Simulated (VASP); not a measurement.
Set up this calculation in VASP 6.6.1, as the native input.

- Task: relaxation of cell and atoms
- Functional: PBE
- Potentials or basis: VASP PAW PBE potentials, release 64 (Na_pv)
- Cutoff: 600 eV
- k mesh: 12 × 12 × 7
- Occupations: fermi-dirac, width 0.08 eV
- Spin: no spin polarisation
- Target pressure: 1.4 GPa
- Dipole correction: no
- Further INCAR settings: ALGO = Normal; EDIFF = 1e-06; IBRION = 2; EDIFFG = -0.005; NSW = 60; ISIF = 3

The structure of Na lies in POSCAR:

```
Na
1.0
    3.5845989990      0.0000000000      0.0000000000
   -1.7922994995      3.1043537956      0.0000000000
    0.0000000000      0.0000000000      5.8070503785
Na
2
Direct
    0.3333333333      0.6666666667      0.2500000000
    0.6666666667      0.3333333333      0.7500000000
```

This isn't the form of Na at room conditions, which is bcc.

One way to write it, as run:

INCAR

```
SYSTEM = Na
PREC = Accurate
ENCUT = 600
EDIFF = 1E-6
ISMEAR = -1
SIGMA = 0.08
LREAL = .False.
LASPH = .True.
NELM = 100
ALGO = Normal
ISIF = 3
LWAVE = .False.
LCHARG = .False.
GGA = PE
IBRION = 2
NSW = 60
EDIFFG = -0.005
PSTRESS = 14.0
```

KPOINTS

```
regular mesh
0
Gamma
  12 12 7
  0 0 0
```

Potentials or basis: VASP PAW PBE potentials, release 64 (Na_pv).

Command:

```sh
$ cat potpaw_PBE.64/Na_pv/POTCAR > POTCAR
$ mpirun -np 1 vasp_std > vasp.out
```

Results of the run:

| Property | Result |
| --- | --- |
| Relaxed volume | 32.25 Å³/atom |
| Relaxed cell | a = 3.580 Å, b = 3.580 Å, c = 5.812 Å, α = 90.00°, β = 90.00°, γ = 120.00° |
| Space group after relaxing (to 0.1 Å) | P6_3/mmc (No. 194) |
| Energy change on relaxing (the run minimises the enthalpy) | +0.5 meV/atom |
| Ionic steps | 5 |
| Pressure after relaxing | 1.4 GPa |
| Band gap on the k mesh | zero (bands 7 and 8 overlap by 4.18 eV) |

Caveat: the cell is relaxed towards a set pressure, so the run minimises the enthalpy, not the energy.

Wall time 61 s on 1 thread of AMD EPYC 9R45 96-Core Processor (Zen 5) (shared host), peak memory 0.19 GiB.
